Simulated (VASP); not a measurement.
A run of VASP 6.6.1:

INCAR

```
SYSTEM = TaN
ALGO = Normal
EDIFF = 1E-6
ENCUT = 520
GGA = PE
ISIF = 2
ISMEAR = 0
LASPH = .True.
LCHARG = .False.
LREAL = .False.
LWAVE = .False.
NBANDS = 15
NELM = 80
PREC = Accurate
SIGMA = 0.1
```

File KPOINTS:

```
k-points
0
Gamma
  12 12 8
  0 0 0
```

File POSCAR:

```
TaN
1.0
    2.9499258814      0.0000000000      0.0000000000
   -1.4749629407      2.5547107526      0.0000000000
    0.0000000000      0.0000000000      2.8982031930
Ta N
1 1
Direct
    0.6666666667      0.3333333333      0.0000000000
    0.3333333333      0.6666666667      0.5000000000
```

Potentials or basis: VASP PAW PBE potentials, release 64 (Ta_pv, N).

The run is started by

```console
$ cat potpaw_PBE.64/Ta_pv/POTCAR potpaw_PBE.64/N/POTCAR > POTCAR
$ mpirun -np 1 vasp_std > vasp.out
```

Hardware: 1 thread of Intel(R) Xeon(R) Platinum 8488C (Sapphire Rapids), on a shared host.

How long does it take, and how much memory?

Wall time 14 s on 1 thread of Intel(R) Xeon(R) Platinum 8488C (Sapphire Rapids) (shared host), peak memory 0.16 GiB. Counts: scf iterations 13, k points 95.
